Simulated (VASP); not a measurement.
The system is Se.

```xyz
1
Lattice="1.7350 1.7350 1.7350 -1.7350 1.7350 1.7350 -1.7350 -1.7350 1.7350" Properties=species:S:1:pos:R:3 pbc="T T T"
Se    0.0000    0.0000    0.0000
```

This isn't the form of Se at room conditions, which is trigonal, of chains.

```yaml
Program: VASP 6.6.1
Task: relaxation of cell and atoms
Functional: PBE
Potentials_or_basis: VASP PAW PBE potentials, release 64 (Se)
Cutoff: 600 eV
k_mesh: 10 × 10 × 10
Occupations: fermi-dirac, width 0.05 eV
Spin: no spin polarisation
```

At the start: pressure -1.7 GPa; volume 20.89 Å³/atom.

Question: Where does the relaxation end?

Answer: Over 3 steps the energy falls by 3.0 meV/atom and the volume is 20.34 Å³/atom (-2.6 %); space group Im-3m (No. 229, to 0.1 Å) before and after.

The path:
```csv
step,energy change (eV),largest force (eV/Å),pressure (GPa),volume (Å³)
1,0.0000,0.0000,-1.73,20.89
2,-0.0029,0.0000,0.44,20.22
3,-0.0030,0.0000,0.01,20.34
```

Final structure:
```cif
data_structure
_symmetry_space_group_name_H-M 'P 1'
_symmetry_Int_Tables_number 1
_cell_length_a 2.9785
_cell_length_b 2.9785
_cell_length_c 2.9785
_cell_angle_alpha 70.529
_cell_angle_beta 109.471
_cell_angle_gamma 70.529
_cell_volume 20.34
loop_
_atom_site_label
_atom_site_type_symbol
_atom_site_fract_x
_atom_site_fract_y
_atom_site_fract_z
_atom_site_occupancy
Se1 Se 0.00000 0.00000 0.00000 1
```
